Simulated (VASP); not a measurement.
Input of a VASP 6.6.1 run:

The input INCAR:

```
  PREC = Accurate
  ENCUT = 520
  EDIFF = 1E-7
  ISMEAR = -1
  SIGMA = 0.01
  LREAL = Auto
  LASPH = True
  NELM = 100
  ALGO = Normal
  ISIF = 2
  LWAVE = False
  LCHARG = False
  GGA = PE
  NBANDS = 202
  NELECT = 350.0
  LUSENCCL = False
```

The input KPOINTS:

```
Automatic mesh
0
Gamma
  3 3 3
```

POSCAR

```
TiIn15O24
1.0
   -5.5162086345     -3.1847845401      4.8636867567
    5.5162086345     -3.1847845401      4.8636867567
    0.0000000000      6.3695690801      4.8636867567
Ti In O
1 15 24
Direct
    0.6428840000      0.6428840000      0.6428840000
    0.1428840000      0.1428840000      0.6428840000
    0.1428840000      0.6428840000      0.1428840000
    0.6428840000      0.1428840000      0.1428840000
    0.8571160000      0.8571160000      0.8571160000
    0.3571160000      0.3571160000      0.8571160000
    0.3571160000      0.8571160000      0.3571160000
    0.8571160000      0.3571160000      0.3571160000
    0.3571160000      0.3571160000      0.3571160000
    0.8571160000      0.8571160000      0.3571160000
    0.8571160000      0.3571160000      0.8571160000
    0.3571160000      0.8571160000      0.8571160000
    0.1428840000      0.1428840000      0.1428840000
    0.6428840000      0.6428840000      0.1428840000
    0.6428840000      0.1428840000      0.6428840000
    0.1428840000      0.6428840000      0.6428840000
    0.6017523500      0.2500000000      0.3982476500
    0.1017523500      0.7500000000      0.3982476500
    0.1017523500      0.2500000000      0.8982476500
    0.6017523500      0.7500000000      0.8982476500
    0.2500000000      0.3982476500      0.6017523500
    0.7500000000      0.8982476500      0.6017523500
    0.7500000000      0.3982476500      0.1017523500
    0.2500000000      0.8982476500      0.1017523500
    0.3982476500      0.6017523500      0.2500000000
    0.8982476500      0.1017523500      0.2500000000
    0.8982476500      0.6017523500      0.7500000000
    0.3982476500      0.1017523500      0.7500000000
    0.3982476500      0.7500000000      0.6017523500
    0.8982476500      0.2500000000      0.6017523500
    0.8982476500      0.7500000000      0.1017523500
    0.3982476500      0.2500000000      0.1017523500
    0.6017523500      0.3982476500      0.7500000000
    0.1017523500      0.8982476500      0.7500000000
    0.1017523500      0.3982476500      0.2500000000
    0.6017523500      0.8982476500      0.2500000000
    0.7500000000      0.6017523500      0.3982476500
    0.2500000000      0.1017523500      0.3982476500
    0.2500000000      0.6017523500      0.8982476500
    0.7500000000      0.1017523500      0.8982476500
```

Potentials or basis: VASP PAW PBE potentials, release 64 (Ti_sv, In_d, O).

Run with:

```bash
$ cat potpaw_PBE.64/Ti_sv/POTCAR potpaw_PBE.64/In_d/POTCAR potpaw_PBE.64/O/POTCAR > POTCAR
$ mpirun -np 1 vasp_std > vasp.out
```

Q: Estimate the largest force.

A: 3.066 eV/Å.

Forces on the atoms (eV/Å):
```
Ti   0.000  0.000  0.204
In   0.036 -0.051 -0.079
In  -0.063 -0.006 -0.079
In   0.026  0.057 -0.079
In   0.000  0.000  0.564
In   0.272  0.520 -0.166
In   0.314 -0.495 -0.166
In  -0.586 -0.024 -0.166
In   0.000  0.000 -0.081
In   0.116 -0.594  0.278
In  -0.572  0.196  0.278
In   0.456  0.397  0.278
In   0.000  0.000 -0.104
In   0.060 -0.001 -0.222
In  -0.031 -0.051 -0.222
In  -0.029  0.052 -0.222
O   -0.044  0.071  0.179
O   -0.016  0.190  0.053
O    0.054 -0.095 -0.045
O   -0.630 -1.223 -1.228
O    0.083  0.003  0.179
O   -0.744  1.157 -1.228
O    0.172 -0.082  0.053
O   -0.110  0.001 -0.045
O   -0.039 -0.073  0.179
O    0.055  0.095 -0.045
O    1.374  0.066 -1.228
O   -0.157 -0.108  0.053
O   -2.798 -0.260  1.226
O    0.217  0.142 -0.046
O    0.092  0.133 -0.164
O   -0.016 -0.126  0.019
O    1.624 -2.293  1.226
O   -0.161  0.013 -0.164
O    0.117  0.049  0.019
O   -0.232  0.117 -0.046
O    1.173  2.553  1.226
O   -0.101  0.076  0.019
O    0.015 -0.259 -0.046
O    0.069 -0.146 -0.164
```

Caveat: the cell carries a net charge on a neutralising background, which shifts energy and pressure.
